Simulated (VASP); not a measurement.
# NaI (P1) in VASP: further runs

Runs on NaI. Level: PBE. Tasks: single point.

Everything below comes from runs of VASP 6.6.1. Logs are shortened: lines on timing, memory, paths and dates and some standing lists are left out, and cuts for length are marked.

### Step 1. The cell of the first run

The typed cell holds 2 atoms: a = 3.854 Å, b = 3.854 Å, c = 3.854 Å, α = 60.00°, β = 60.00°, γ = 60.00°.

### Step 2. Single point, PBE

The input, INCAR:

```
SYSTEM = NaI
PREC     = Accurate       ! precision mode
ENCUT    = 500            ! plane-wave cutoff, eV
EDIFF    = 1E-6           ! SCF threshold, eV
ISMEAR   = 0              ! smearing method
SIGMA    = 0.01           ! smearing width, eV
LREAL    = .FALSE.        ! projectors in reciprocal space
LASPH    = .TRUE.         ! aspherical terms in the spheres
NELM     = 120            ! most SCF steps
ALGO     = Normal         ! electronic algorithm
ISIF     = 2              ! what is computed and relaxed
LWAVE    = .FALSE.        ! write WAVECAR
LCHARG   = .TRUE.         ! write CHGCAR
GGA      = PE             ! functional
LELF     = .TRUE.         ! ELF
LVHAR    = .TRUE.       
NBANDS   = 14             ! bands
GGA_COMPAT= .FALSE.
```

The input, KPOINTS:

```
Automatic mesh
0
Gamma
  1 1 1
  0.5 0.5 0.5
```

The input, POSCAR:

```
NaI
1.0
    0.0000000000      2.7253065100      2.7253065100
    2.7253065100      0.0000000000      2.7253065100
    2.7253065100      2.7253065100      0.0000000000
Na I
1 1
Direct
    0.0000000000      0.0000000000      0.0000000000
    0.5361261200      0.4488198700      0.4765441500
```

Potentials or basis: VASP PAW PBE potentials, release 64 (Na_pv, I).

Command:

```
$ cat potpaw_PBE.64/Na_pv/POTCAR potpaw_PBE.64/I/POTCAR > POTCAR
$ mpirun -np 1 vasp_std > vasp.out
```

OUTCAR:

```text
SYSTEM = NaI
   PREC = Accurate
   ENCUT = 500
   EDIFF = 1E-6
   ISMEAR = 0
   LREAL = .FALSE.
   LASPH = .TRUE.
   NELM = 120
   ISIF = 2
   GGA = PE

 ion  position               nearest neighbor table
   1  0.000  0.000  0.000-   2 2.52   2 2.69   2 2.70   2 2.77   2 2.77   2 2.93
   2  0.536  0.449  0.477-   1 2.52   1 2.69   1 2.70   1 2.77   1 2.77   1 2.93

  LATTYP: Found a face centered cubic cell.
 ALAT       =     5.4506130200

  Lattice vectors:

 A1 = (   0.0000000000,   2.7253065100,   2.7253065100)
 A2 = (   2.7253065100,   0.0000000000,   2.7253065100)
 A3 = (   2.7253065100,   2.7253065100,   0.0000000000)

Analysis of symmetry for initial positions (statically):
=====================================================================
 Subroutine PRICEL returns:
 Original cell was already a primitive cell.

 Routine SETGRP: Setting up the symmetry group for a
 face centered cubic supercell.

 Subroutine GETGRP returns: Found  1 space group operations
 (whereof  1 operations were pure point group operations)
 out of a pool of 48 trial point group operations.

The static configuration has the point symmetry C_1 .

Analysis of symmetry for dynamics (positions and initial velocities):
=====================================================================
 Subroutine PRICEL returns:
 Original cell was already a primitive cell.

 Routine SETGRP: Setting up the symmetry group for a
 face centered cubic supercell.

 Subroutine GETGRP returns: Found  1 space group operations
 (whereof  1 operations were pure point group operations)
 out of a pool of 48 trial point group operations.

The dynamic configuration has the point symmetry C_1 .

 Subroutine INISYM returns: Found  1 space group operations
 (whereof  1 operations are pure point group operations),
 and found     1 'primitive' translations

----------------------------------------------------------------------------------------

                                     Primitive cell

  volume of cell :      40.4833

  direct lattice vectors                    reciprocal lattice vectors
     0.000000000  2.725306510  2.725306510    -0.183465602  0.183465602  0.183465602
     2.725306510  0.000000000  2.725306510     0.183465602 -0.183465602  0.183465602
     2.725306510  2.725306510  0.000000000     0.183465602  0.183465602 -0.183465602

  length of vectors
     3.854165428  3.854165428  3.854165428     0.317771744  0.317771744  0.317771744

  position of ions in fractional coordinates (direct lattice)
     0.000000000  0.000000000  0.000000000
     0.536126120  0.448819870  0.476544150

  ion indices of the primitive-cell ions
   primitive index   ion index
                 1           1
                 2           2

----------------------------------------------------------------------------------------

 KPOINTS: Automatic mesh

Automatic generation of k-mesh.
 Grid dimensions read from file:
 generate k-points for:    1    1    1

 Generating k-lattice:

  Cartesian coordinates                     Fractional coordinates (reciprocal lattice)
    -0.183465602  0.183465602  0.183465602     1.000000000  0.000000000  0.000000000
     0.183465602 -0.183465602  0.183465602     0.000000000  1.000000000  0.000000000
     0.183465602  0.183465602 -0.183465602     0.000000000  0.000000000  1.000000000

  Length of vectors
     0.317771744  0.317771744  0.317771744

  Shift w.r.t. Gamma in fractional coordinates (k-lattice)
     0.500000000  0.500000000  0.500000000

 Subroutine IBZKPT returns following result:
 ===========================================

 Found      4 irreducible k-points:

 Following reciprocal coordinates:
            Coordinates               Weight
  0.500000  0.500000  0.500000      1.000000
  0.500000  0.000000  0.000000      1.000000
  0.000000  0.000000  0.500000      1.000000
  0.000000  0.500000  0.000000      1.000000
   k-points           NKPTS =      4   k-points in BZ     NKDIM =      4   number of bands    NBANDS=     14
   number of dos      NEDOS =    301   number of ions     NIONS =      2
   total plane-waves  NPLWV =  21952
   dimension x,y,z NGX =    28 NGY =   28 NGZ =   28
   dimension x,y,z NGXF=    56 NGYF=   56 NGZF=   56
   ions per type =               1   1
   NGX,Y,Z   is equivalent  to a cutoff of  12.08, 12.08, 12.08 a.u.
   NGXF,Y,Z  is equivalent  to a cutoff of  24.16, 24.16, 24.16 a.u.
 SYSTEM =  NaI
   PREC   = accura    normal or accurate (medium, high low for compatibility)
   ISTART =      0    job   : 0-new  1-cont  2-samecut
   ICHARG =      2    charge: 1-file 2-atom 10-const
   ISPIN  =      1    spin polarized calculation?
   LNONCOLLINEAR =      F non collinear calculations
   LSORBIT =      F    spin-orbit coupling
   LASPH  =      T    aspherical Exc in radial PAW
   ENCUT  =  500.0 eV  36.75 Ry    6.06 a.u.   7.03  7.03  7.03*2*pi/ulx,y,z
   NELM   =    120;   NELMIN=  2; NELMDL= -5     # of ELM steps
   EDIFF  = 0.1E-05   stopping-criterion for ELM
   LREAL  =      F    real-space projection
   EDIFFG = 0.1E-04   stopping-criterion for IOM
   NSW    =      0    number of steps for IOM
   IBRION =     -1    ionic relax: 0-MD 1-quasi-New 2-CG
   NFREE  =      0    steps in history (QN), initial steepest desc. (CG)
   ISIF   =      2    stress and relaxation
   ISYM   =      2    0-nonsym 1-usesym 2-fastsym
   POTIM  = 0.5000    time-step for ionic-motion
   TEBEG  =    0.0;   TEEND  =   0.0 temperature during run
   PSTRESS=    0.0 pullay stress
   NELECT =      14.0000    total number of electrons
   NUPDOWN=      -1.0000    fix difference up-down
   EMIN   =  10.00;   EMAX   =-10.00  energy-range for DOS
   EFERMI =   0.00;   METHOD = LEGACY
   ISMEAR =     0;   SIGMA  =   0.01  broadening in eV -4-tet -1-fermi 0-gaus
   EFERMI_NEDOS =   21; number of points for ismear=-14 and -15
   IALGO  =     38    algorithm
   IMIX   =      4    mixing-type and parameters
     AMIX     =   0.40;   BMIX     =  1.00
     AMIX_MAG =   1.60;   BMIX_MAG =  1.00
  volume/ion in A,a.u.               =      20.24       136.60
  Fermi-wavevector in a.u.,A,eV,Ry     =   1.149103  2.171489 17.965635  1.320437
  Thomas-Fermi vector in A             =   2.285774
   LORBIT       =      0    0 simple, 1 ext, 2 COOP (PROOUT), +10 PAW based schemes
   GGA     = PE    functional components
   LHFCALC =     F    Hartree Fock is set to
   AEXX    =    0.0000 exact exchange contribution
   IVDW    =     0    specifies the selected vdW correction
   LEPSILON=     F    determine dielectric tensor
   LRPA    =     F    only Hartree local field effects (RPA)
 non-spin polarized calculation
 Gauss-broadening in eV      SIGMA  =   0.01
  energy-cutoff  :      500.00
  volume of cell :       40.48
 maximum number of plane-waves:      1056
   NGX = 13   NGY = 13   NGZ = 13

 number of electron      14.0000001 magnetization

 Free energy of the ion-electron system (eV)
  ---------------------------------------------------
  ext. energy  EPLUGINS =         0.00000000
  ---------------------------------------------------
  free energy    TOTEN  =        -2.84383924 eV

  energy without entropy =       -2.84383924  energy(sigma->0) =       -2.84383924

 E-fermi :   5.3671     XC(G=0):  -9.8540

 val. band max:        5.2947749947   @ k =   0.0000   0.0000   0.5000
 cond. band min:      10.9980255879   @ k =   0.0000   0.0000   0.5000
 fundamental gap:      5.7032505932
 Fermi energy:         5.3671359038

 k-point     1 :       0.5000    0.5000    0.5000
  band No.  band energies     occupation
      1     -17.3886      2.00000
      2     -17.3305      2.00000
      3     -17.3178      2.00000
      4      -5.8279      2.00000
      5       1.2404      2.00000
      6       5.2680      2.00000
      7       5.2854      2.00000
      8      11.0120      0.00000
      9      13.5618      0.00000
     10      13.5873      0.00000
     11      16.6711      0.00000
     12      19.7198      0.00000
     13      19.8884      0.00000
     14      20.0236      0.00000

 k-point     2 :       0.5000    0.0000    0.0000
  band No.  band energies     occupation
      1     -17.3891      2.00000
      2     -17.3302      2.00000
      3     -17.3179      2.00000
      4      -5.8276      2.00000
      5       1.2406      2.00000
      6       5.2688      2.00000
      7       5.2873      2.00000
      8      11.0093      0.00000
      9      13.5608      0.00000
     10      13.5875      0.00000
     11      16.6666      0.00000
     12      19.7188      0.00000
     13      19.8890      0.00000
     14      20.0229      0.00000

 k-point     3 :       0.0000    0.0000    0.5000
  band No.  band energies     occupation
      1     -17.3911      2.00000
      2     -17.3283      2.00000
      3     -17.3185      2.00000
      4      -5.8266      2.00000
      5       1.2413      2.00000
      6       5.2723      2.00000
      7       5.2948      2.00000
      8      10.9980      0.00000
      9      13.5562      0.00000
     10      13.5887      0.00000
     11      16.6474      0.00000
     12      19.7303      0.00000
     13      19.8634      0.00000
     14      20.0300      0.00000

 k-point     4 :       0.0000    0.5000    0.0000
  band No.  band energies     occupation
      1     -17.3860      2.00000
      2     -17.3316      2.00000
      3     -17.3182      2.00000
      4      -5.8293      2.00000
      5       1.2394      2.00000
      6       5.2646      2.00000
      7       5.2721      2.00000
      8      11.0292      0.00000
      9      13.5672      0.00000
     10      13.5872      0.00000
     11      16.7000      0.00000
     12      19.7588      0.00000
     13      19.8444      0.00000
     14      20.0244      0.00000

------------------------ aborting loop because EDIFF is reached ----------------------------------------

  FORCE on cell =-STRESS in cart. coord.  units (eV):
  Direction    XX          YY          ZZ          XY          YZ          ZX
  --------------------------------------------------------------------------------------
  -------------------------------------------------------------------------------------
  Total       10.0654587      8.6767447      8.6930061      0.0919364      0.0170086     -0.1094187
  in kB      398.3530044    343.3929256    344.0364924      3.6384966      0.6731378     -4.3303822
  external PRESSURE =     361.9274741 kB  Pullay stress =       0.0000000 kB

 VOLUME and BASIS-vectors are now :
 -----------------------------------------------------------------------------
  energy-cutoff  :      500.00
  volume of cell :       40.48
      direct lattice vectors                 reciprocal lattice vectors
     0.000000000  2.725306510  2.725306510    -0.183465602  0.183465602  0.183465602
     2.725306510  0.000000000  2.725306510     0.183465602 -0.183465602  0.183465602
     2.725306510  2.725306510  0.000000000     0.183465602  0.183465602 -0.183465602

 POSITION                                       TOTAL-FORCE (eV/Angst)
 -----------------------------------------------------------------------------------
      0.00000      0.00000      0.00000        -1.669905      0.244082     -0.290534
      2.52190      2.75984      2.68428         1.669905     -0.244082      0.290534
 -----------------------------------------------------------------------------------
    total drift:                               -0.000207      0.000031     -0.000093

  FREE ENERGIE OF THE ION-ELECTRON SYSTEM (eV)
  ---------------------------------------------------
  free  energy   TOTEN  =        -2.8438392436 eV

  energy  without entropy=       -2.8438392436  energy(sigma->0) =       -2.84383924
```

Wall time 6.4 s (1 thread of AMD EPYC 7R13, shared host); peak memory 0.12 GiB.

Results:

```yaml
Free_energy: -2.8438 eV
Pressure: 36.2 GPa
Largest_force: 1.712 eV/Å
Band_gap_on_the_k_mesh: 5.70 eV, direct
```

Forces in eV/Å, atoms in the order of the input:
```
Na  -1.670  0.244 -0.291
I    1.670 -0.244  0.291
```

Caveat: the k points lie up to 2.00 Å⁻¹ apart; spin-orbit coupling is left out, which moves the levels of the heavy elements; forces of over 1 eV/Å act on the atoms, so gaps and moduli don't describe the material at rest.

### Step 3. Single point, PBE

This run uses another cell than the first one, of 21.53 Å³/atom, 1.064 times its volume.

The input, INCAR:

```
SYSTEM = NaI
PREC = Accurate
ENCUT = 500
EDIFF = 1E-6
ISMEAR = 0
SIGMA = 0.01
LREAL = .False.
LASPH = .True.
NELM = 120
ALGO = Normal
ISIF = 2
LWAVE = .False.
LCHARG = .False.
GGA = PE
NBANDS = 14
GGA_COMPAT = .False.
```

The input, KPOINTS:

```
regular mesh
0
Gamma
  2 2 2
  0 0 0
```

The input, POSCAR:

```
NaI
1.0
    0.0000000000      2.7821000000      2.7821000000
    2.7821000000      0.0000000000      2.7821000000
    2.7821000000      2.7821000000      0.0000000000
Na I
1 1
Direct
    0.0000000000      0.0000000000      0.0000000000
    0.5361261200      0.4488198700      0.4765441500
```

Potentials or basis: VASP PAW PBE potentials, release 64 (Na_pv, I).

Command:

```
$ cat potpaw_PBE.64/Na_pv/POTCAR potpaw_PBE.64/I/POTCAR > POTCAR
$ mpirun -np 1 vasp_std > vasp.out
```

It took 18 s on 1 thread of Intel Xeon 8259CL, shared host; peak memory 0.16 GiB.

It converged, with:

* Free energy: -2.9891 eV
* Pressure: 31.5 GPa
* Largest force: 1.231 eV/Å
* Band gap on the k mesh: 4.08 eV, indirect (least direct gap 5.44 eV)

Forces in eV/Å, atoms in the order of the input:
```
Na  -1.203  0.168 -0.200
I    1.203 -0.168  0.200
```

Stress tensor (GPa, compression positive):
```
34.73  0.29 -0.35
 0.29 29.78  0.05
-0.35  0.05 29.84
```

Levels at points of the mesh, in eV from the valence-band top:
```
           k point  band 5  band 6  band 7  band 8  band 9  band 10
(0.00, 0.00, 0.00)   -0.01   -0.01    0.00    5.44    7.46     7.47
(0.50, 0.00, 0.00)   -4.46   -0.75   -0.74    4.93    7.47     7.50
(0.00, 0.50, 0.00)   -4.46   -0.76   -0.75    4.95    7.48     7.50
(0.00, 0.00, 0.50)   -4.46   -0.75   -0.73    4.92    7.47     7.50
(0.50, 0.50, 0.50)   -4.46   -0.75   -0.74    4.93    7.47     7.50
(0.50, 0.50, 0.00)   -3.99   -1.67   -1.64    4.10    4.49    12.92
(0.00, 0.50, 0.50)   -3.97   -1.65   -1.65    4.08    4.51    12.98
(0.50, 0.00, 0.50)   -3.99   -1.67   -1.64    4.10    4.49    12.92
```

Caveat: the k points lie up to 0.98 Å⁻¹ apart; spin-orbit coupling is left out, which moves the levels of the heavy elements; forces of over 1 eV/Å act on the atoms, so gaps and moduli don't describe the material at rest.

### Step 4. Single point, PBE

This run uses another cell than the first one, of 21.53 Å³/atom, 1.064 times its volume.

The input, INCAR:

```
  PREC = Accurate
  ENCUT = 500
  EDIFF = 1E-6
  ISMEAR = 0
  SIGMA = 0.01
  LREAL = False
  LASPH = True
  NELM = 120
  ALGO = Normal
  ISIF = 2
  LWAVE = False
  LCHARG = True
  GGA = PE
  LELF = True
  LVHAR = True
  NBANDS = 14
  GGA_COMPAT = False
```

The input, KPOINTS:

```
regular mesh
0
Gamma
  2 2 2
```

POSCAR is that of step 3.

Command:

```
$ cat potpaw_PBE.64/Na_pv/POTCAR potpaw_PBE.64/I/POTCAR > POTCAR
$ mpirun -np 1 vasp_std > vasp.out
```

It took 20 s on 1 thread of Intel Xeon 8259CL, shared host; peak memory 0.16 GiB.

Results (log left out):

```yaml
Free_energy: -2.9891 eV
Pressure: 31.5 GPa
Largest_force: 1.231 eV/Å
Band_gap_on_the_k_mesh: 4.08 eV, indirect (least direct gap 5.44 eV)
```

Forces in eV/Å, atoms in the order of the input:
```
Na  -1.203  0.168 -0.200
I    1.203 -0.168  0.200
```

Stress tensor (GPa, compression positive):
```
34.73  0.29 -0.35
 0.29 29.78  0.05
-0.35  0.05 29.84
```

Levels at points of the mesh, in eV from the valence-band top:
```
           k point  band 3  band 4  band 5  band 6  band 7  band 8  band 9  band 10  band 11  band 12
(0.00, 0.00, 0.00)  -22.99  -12.86   -0.01   -0.01    0.00    5.44    7.46     7.47     7.49    10.11
(0.50, 0.00, 0.00)  -22.99  -11.73   -4.46   -0.75   -0.74    4.93    7.47     7.50    10.54    13.02
(0.00, 0.50, 0.00)  -22.99  -11.73   -4.46   -0.76   -0.75    4.95    7.48     7.50    10.57    13.02
(0.00, 0.00, 0.50)  -22.99  -11.73   -4.46   -0.75   -0.73    4.92    7.47     7.50    10.52    13.02
(0.50, 0.50, 0.50)  -22.99  -11.73   -4.46   -0.75   -0.74    4.93    7.47     7.50    10.54    13.02
(0.50, 0.50, 0.00)  -23.00  -11.50   -3.99   -1.67   -1.64    4.10    4.49    12.92    13.20    14.13
(0.00, 0.50, 0.50)  -23.01  -11.50   -3.97   -1.65   -1.65    4.08    4.51    12.98    13.08    14.15
(0.50, 0.00, 0.50)  -23.01  -11.50   -3.99   -1.67   -1.64    4.10    4.49    12.92    13.20    14.13
```

Caveat: the k points lie up to 0.98 Å⁻¹ apart; spin-orbit coupling is left out, which moves the levels of the heavy elements; forces of over 1 eV/Å act on the atoms, so gaps and moduli don't describe the material at rest.
